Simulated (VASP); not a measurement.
# AlN (P6_3mc) in VASP: relaxation of the atoms with PBE

Aim: the relaxation of the atoms of AlN with PBE.

Program: VASP 6.6.1. These are calculated values, not measurements. Logs are shortened: lines on timing, memory, paths and dates and some standing lists are left out, and cuts for length are marked.

**1. The cell of the first run**

It takes space group P6_3mc (No. 186, hexagonal). The conventional cell has a = 3.068 Å, b = 3.068 Å, c = 4.913 Å, α = 90.00°, β = 90.00°, γ = 120.00°. Within 2.5 Å of Al (site symmetry 3m) lie 4 N at 1.86 to 1.88 Å. N (site symmetry 3m) has 4 Al at 1.86 to 1.88 Å within 2.5 Å.

**2. Relaxation of the atoms, PBE (volume scaled by 0.96)**

Input file INCAR:

```
SYSTEM = AlN
PREC = Accurate ; ENCUT = 520
EDIFF = 1E-7 ; ISMEAR = -1
SIGMA = 0.02 ; LREAL = .FALSE.
LASPH = .TRUE. ; NELM = 100
ALGO = Normal ; ISIF = 2
LWAVE = .FALSE. ; LCHARG = .FALSE.
GGA = PE ; IBRION = 2
NSW = 80 ; EDIFFG = -0.02
```

Input file KPOINTS:

```
regular mesh
0
G
  11 11 6
  0 0 0
```

Input file POSCAR:

```
AlN
1.0
    3.0679678205      0.0000000000      0.0000000000
   -1.5339839102      2.6569380705      0.0000000000
    0.0000000000      0.0000000000      4.9126944521
Al N
2 2
Direct
    0.6666666667      0.3333333333      0.0000000000
    0.3333333333      0.6666666667      0.5000000000
    0.6666666667      0.3333333333      0.3820000000
    0.3333333333      0.6666666667      0.8820000000
```

Potentials or basis: VASP PAW PBE potentials, release 64 (Al, N).

Started as:

```sh
$ cat potpaw_PBE.64/Al/POTCAR potpaw_PBE.64/N/POTCAR > POTCAR
$ mpirun -np 1 vasp_std > vasp.out
```

OUTCAR:

```text
SYSTEM = AlN
   PREC = Accurate
   ENCUT = 520
   EDIFF = 1E-7
   ISMEAR = -1
   LREAL = .FALSE.
   LASPH = .TRUE.
   NELM = 100
   ISIF = 2
   GGA = PE
   IBRION = 2
   NSW = 80
   EDIFFG = -0.02

 ion  position               nearest neighbor table
   1  0.667  0.333  0.000-   4 1.86   4 1.86   4 1.86   3 1.88   2 3.03   2 3.03   2 3.03   2 3.03
                             2 3.03   2 3.03
   2  0.333  0.667  0.500-   3 1.86   3 1.86   3 1.86   4 1.88   1 3.03   1 3.03   1 3.03   1 3.03
                             1 3.03   1 3.03
   3  0.667  0.333  0.382-   2 1.86   2 1.86   2 1.86   1 1.88
   4  0.333  0.667  0.882-   1 1.86   1 1.86   1 1.86   2 1.88

  LATTYP: Found a hexagonal cell.
 ALAT       =     3.0679678205
 C/A-ratio  =     1.6012861736

  Lattice vectors:

 A1 = (   3.0679678205,   0.0000000000,   0.0000000000)
 A2 = (  -1.5339839102,   2.6569380705,   0.0000000000)
 A3 = (   0.0000000000,   0.0000000000,   4.9126944521)

Analysis of symmetry for initial positions (statically):
=====================================================================
 Subroutine PRICEL returns:
 Original cell was already a primitive cell.

 Routine SETGRP: Setting up the symmetry group for a
 hexagonal supercell.

 Subroutine GETGRP returns: Found 12 space group operations
 (whereof  6 operations were pure point group operations)
 out of a pool of 24 trial point group operations.

The static configuration has the point symmetry C_3v.
 The point group associated with its full space group is C_6v.

Analysis of symmetry for dynamics (positions and initial velocities):
=====================================================================
 Subroutine PRICEL returns:
 Original cell was already a primitive cell.

 Routine SETGRP: Setting up the symmetry group for a
 hexagonal supercell.

 Subroutine GETGRP returns: Found 12 space group operations
 (whereof  6 operations were pure point group operations)
 out of a pool of 24 trial point group operations.

The dynamic configuration has the point symmetry C_3v.
 The point group associated with its full space group is C_6v.

 Subroutine INISYM returns: Found 12 space group operations
 (whereof  6 operations are pure point group operations),
 and found     1 'primitive' translations

----------------------------------------------------------------------------------------

                                     Primitive cell

  volume of cell :      40.0453

  direct lattice vectors                    reciprocal lattice vectors
[... 101 lines left out ...]
   PSTRESS=    0.0 pullay stress
   NELECT =      16.0000    total number of electrons
   NUPDOWN=      -1.0000    fix difference up-down
   EMIN   =  10.00;   EMAX   =-10.00  energy-range for DOS
   EFERMI =   0.00;   METHOD = LEGACY
   ISMEAR =    -1;   SIGMA  =   0.02  broadening in eV -4-tet -1-fermi 0-gaus
   EFERMI_NEDOS =   21; number of points for ismear=-14 and -15
   IALGO  =     38    algorithm
   IMIX   =      4    mixing-type and parameters
     AMIX     =   0.40;   BMIX     =  1.00
     AMIX_MAG =   1.60;   BMIX_MAG =  1.00
  volume/ion in A,a.u.               =      10.01        67.56
  Fermi-wavevector in a.u.,A,eV,Ry     =   1.205769  2.278573 19.781228  1.453879
  Thomas-Fermi vector in A             =   2.341456
   LORBIT       =      0    0 simple, 1 ext, 2 COOP (PROOUT), +10 PAW based schemes
   GGA     = PE    functional components
   LHFCALC =     F    Hartree Fock is set to
   AEXX    =    0.0000 exact exchange contribution
   IVDW    =     0    specifies the selected vdW correction
   LEPSILON=     F    determine dielectric tensor
   LRPA    =     F    only Hartree local field effects (RPA)
 conjugate gradient relaxation of ions
 non-spin polarized calculation
  energy-cutoff  :      520.00
  volume of cell :       40.05
 maximum number of plane-waves:      1092
 NGX is ok and might be reduce to    24
   NGX = 11   NGY = 11   NGZ = 19

 number of electron      15.9999996 magnetization

 Free energy of the ion-electron system (eV)
  ---------------------------------------------------
  ext. energy  EPLUGINS =         0.00000000
  ---------------------------------------------------
  free energy    TOTEN  =       -29.68270146 eV

  energy without entropy =      -29.68270146  energy(sigma->0) =      -29.68270146

 E-fermi :   6.9669     XC(G=0): -11.0953

 val. band max:        6.5716801573   @ k =   0.0000   0.0000   0.0000
 cond. band min:      11.1505875208   @ k =   0.0000   0.0000   0.0000
 fundamental gap:      4.5789073635
 Fermi energy:         6.9669209240

 k-point     1 :       0.0000    0.0000    0.0000
  band No.  band energies     occupation
      1      -8.8797      2.00000
      2      -6.6004      2.00000
      3       0.3815      2.00000
      4       5.6799      2.00000
      5       5.6799      2.00000
      6       6.3395      2.00000
      7       6.3395      2.00000
      8       6.5717      2.00000
      9      11.1506      0.00000
     10      13.5999      0.00000
     11      17.5298      0.00000
     12      18.0251      0.00000
[... 331 lines left out ...]
 k-point    24 :       0.1818    0.0909    0.1667
  band No.  band energies     occupation
      1      -8.0451      2.00000
      2      -6.3997      2.00000
      3       1.4590      2.00000
      4       3.4690      2.00000
      5       3.8831      2.00000
      6       5.0177      2.00000
      7       5.8584      2.00000
      8       6.1404      2.00000
      9      13.1103      0.00000
     10      14.6710      0.00000
     11      15.2809      0.00000
     12      16.3436      0.00000

 [... further k-points ...]
[... 5 lines left out ...]
  --------------------------------------------------------------------------------------
  -------------------------------------------------------------------------------------
  Total        3.3429951      3.3429951      3.1593622      0.0000000      0.0000000      0.0000000
  in kB      133.7501688    133.7501688    126.4031856      0.0000000      0.0000000      0.0000000
  external PRESSURE =     131.3011744 kB  Pullay stress =       0.0000000 kB

 VOLUME and BASIS-vectors are now :
 -----------------------------------------------------------------------------
  energy-cutoff  :      520.00
  volume of cell :       40.05
      direct lattice vectors                 reciprocal lattice vectors
     3.067967820  0.000000000  0.000000000     0.325948660  0.188186547  0.000000000
    -1.533983910  2.656938070  0.000000000     0.000000000  0.376373093  0.000000000
     0.000000000  0.000000000  4.912694452     0.000000000  0.000000000  0.203554284

 POSITION                                       TOTAL-FORCE (eV/Angst)
 -----------------------------------------------------------------------------------
      1.53398      0.88565      0.00000        -0.000000     -0.000000     -0.007477
     -0.00000      1.77129      2.45635         0.000000     -0.000000     -0.007477
      1.53398      0.88565      1.87665         0.000000     -0.000000      0.007477
     -0.00000      1.77129      4.33300        -0.000000      0.000000      0.007477
 -----------------------------------------------------------------------------------
    total drift:                                0.000000      0.000000      0.000139

  FREE ENERGIE OF THE ION-ELECTRON SYSTEM (eV)
  ---------------------------------------------------
  free  energy   TOTEN  =       -29.6827014553 eV

  energy  without entropy=      -29.6827014553  energy(sigma->0) =      -29.68270146

 reached required accuracy - stopping structural energy minimisation
```

OSZICAR:

```text
N       E                     dE             d eps       ncg     rms          rms(c)
DAV:   1     0.544616639867E+02    0.54462E+02   -0.77282E+03  1536   0.120E+03
DAV:   2    -0.304894791582E+02   -0.84951E+02   -0.78133E+02  2212   0.230E+02
DAV:   3    -0.345678935634E+02   -0.40784E+01   -0.40612E+01  2016   0.547E+01
DAV:   4    -0.345999022026E+02   -0.32009E-01   -0.32003E-01  1736   0.560E+00
DAV:   5    -0.346003373048E+02   -0.43510E-03   -0.43509E-03  1932   0.666E-01    0.125E+01
DAV:   6    -0.296915784818E+02    0.49088E+01   -0.16860E+01  1844   0.319E+01    0.437E+00
DAV:   7    -0.296938705532E+02   -0.22921E-02   -0.68101E-01  1700   0.663E+00    0.297E+00
DAV:   8    -0.296866187531E+02    0.72518E-02   -0.73363E-02  1764   0.282E+00    0.454E-01
DAV:   9    -0.296822501183E+02    0.43686E-02   -0.19125E-02  1964   0.105E+00    0.233E-01
DAV:  10    -0.296827639889E+02   -0.51387E-03   -0.20129E-03  1764   0.350E-01    0.128E-01
DAV:  11    -0.296827000739E+02    0.63915E-04   -0.19821E-04  1848   0.114E-01    0.296E-02
DAV:  12    -0.296827017379E+02   -0.16639E-05   -0.70586E-06  1672   0.277E-02    0.766E-03
DAV:  13    -0.296827014670E+02    0.27083E-06   -0.44476E-06  1856   0.159E-02    0.505E-03
DAV:  14    -0.296827014553E+02    0.11766E-07   -0.34256E-07  1644   0.525E-03
   1 F= -.29682701E+02 E0= -.29682701E+02  d E =-.296827E+02
```

CONTCAR:

```text
AlN
   1.00000000000000
     3.0679678204999998    0.0000000000000000    0.0000000000000000
    -1.5339839101999999    2.6569380704999999    0.0000000000000000
     0.0000000000000000    0.0000000000000000    4.9126944521000002
  Al              N
     2     2
Direct
     0.6666666667000030    0.3333333332999970    0.0000000000000000
     0.3333333332999970    0.6666666667000030    0.5000000000000000
     0.6666666667000030    0.3333333332999970    0.3819999999999979
     0.3333333332999970    0.6666666667000030    0.8819999999999979

  0.00000000E+00  0.00000000E+00  0.00000000E+00
  0.00000000E+00  0.00000000E+00  0.00000000E+00
  0.00000000E+00  0.00000000E+00  0.00000000E+00
  0.00000000E+00  0.00000000E+00  0.00000000E+00
```

It took 16 s on 1 thread of AMD EPYC 9R45 (Zen 5), shared host; peak memory 0.14 GiB.

What came out:

```yaml
Free_energy: -29.6827 eV
Pressure_after_relaxing: 13.1 GPa
Largest_force_after_relaxing: 0.007 eV/Å
Band_gap_on_the_k_mesh: 4.58 eV, direct
```

Forces in eV/Å, atoms in the order of the input:
```
Al   0.000  0.000 -0.007
Al   0.000  0.000 -0.007
N    0.000  0.000  0.007
N    0.000  0.000  0.007
```

Final structure:
```xyz
4
Lattice="3.0680 0.0000 0.0000 -1.5340 2.6569 0.0000 0.0000 0.0000 4.9127" Properties=species:S:1:pos:R:3 pbc="T T T"
Al    1.5340    0.8856    0.0000
Al    0.0000    1.7713    2.4563
N     1.5340    0.8856    1.8766
N     0.0000    1.7713    4.3330
```

Levels at points of the mesh, in eV from the valence-band top:
```csv
k point,band 4,band 5,band 6,band 7,band 8,band 9,band 10,band 11,band 12
"(0.00, 0.00, 0.00)",-0.89,-0.89,-0.23,-0.23,0.00,4.58,7.03,10.96,11.45
"(0.00, 0.00, 0.50)",-3.40,-0.57,-0.57,-0.57,-0.57,6.83,6.83,10.67,10.67
```

Caveat: the relaxation stopped at its first step, so nothing moved.
